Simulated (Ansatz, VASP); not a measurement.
## One calculation of Ir, two programs

INCAR

```
  ALGO = Fast
  EDIFF = 1E-7
  ENCUT = 520
  GGA = PS
  ISIF = 2
  ISMEAR = 0
  LASPH = True
  LCHARG = True
  LELF = True
  LREAL = False
  LVHAR = True
  LWAVE = False
  NBANDS = 36
  NELM = 100
  PREC = Accurate
  SIGMA = 0.15
```

Contents of KPOINTS:

```
k-points
0
Gamma
  20 20 4
```

POSCAR

```
Ir
1.0
    1.9197000000     -1.9197000000      0.0000000000
    1.9197000000      0.0000000000     -1.9197000000
    8.2561502692      8.2561502692      8.2561502692
Ir
6
Direct
    0.6666666667      0.6666666667      0.0774903556
    0.0000000000      0.0000000000      0.8525489230
    0.3333333333      0.3333333333      0.2325020691
    0.6666666667      0.6666666667      0.5425254960
    0.0000000000      0.0000000000      0.3875137825
    0.3333333333      0.3333333333      0.6975372095
```

Input for Ansatz:

```yaml
crystal:
  lattice:
    - [1.9197, -1.9197, 0.0]
    - [1.9197, 0.0, -1.9197]
    - [8.2561502692, 8.2561502692, 8.2561502692]
  atoms:
    - { symbol: Ir, position: [0.6666666667, 0.6666666667, 0.0774903556] }
    - { symbol: Ir, position: [0.0, 0.0, 0.852548923] }
    - { symbol: Ir, position: [0.3333333333, 0.3333333333, 0.2325020691] }
    - { symbol: Ir, position: [0.6666666667, 0.6666666667, 0.542525496] }
    - { symbol: Ir, position: [0.0, 0.0, 0.3875137825] }
    - { symbol: Ir, position: [0.3333333333, 0.3333333333, 0.6975372095] }
basis:
  ecutwfc: 420
kpoints:
  mp_grid: { grid: [20, 20, 4] }
hamiltonian:
  xc: pbesol
scf:
  occupations: { method: gaussian, width: 0.15 }
output:
  forces: true
  stress: true
  eigenvalues: true
```

Alike in both runs: task single point; functional PBEsol; k mesh 20 × 20 × 4; occupations gaussian, width 0.15 eV; no spin polarisation.

```csv
,VASP,Ansatz
version,VASP 6.6.1,Ansatz 0.2.0
potentials or method,"VASP PAW PBE potentials, release 64 (Ir), cutoff 520 eV","scalar-relativistic, plane waves, PAW"
valence electrons in the cell,54,102
```

VASP gave:

- gap on the k mesh at the Fermi level (eV): none
- pressure (GPa): -9.5
- traceless stress, the component that is largest in VASP (GPa): -1.85
- rms of the force components (eV/Å): 0.243

What did Ansatz give for the same quantities?

gap on the k mesh at the Fermi level (eV): none; pressure (GPa): -10.3; traceless stress, the component that is largest in VASP (GPa): -1.85; rms of the force components (eV/Å): 0.235.

VASP's potentials were made for PBE, not for PBEsol. Atom by atom the forces differ by 0.013 eV/Å (rms over components). A gap of «none» marks a metal or a gap that the smearing closes. VASP's potentials hold 54 valence electrons a cell and Ansatz's 102, so a difference there can come from the potentials and not from the codes.

Neither program's run includes spin-orbit coupling.
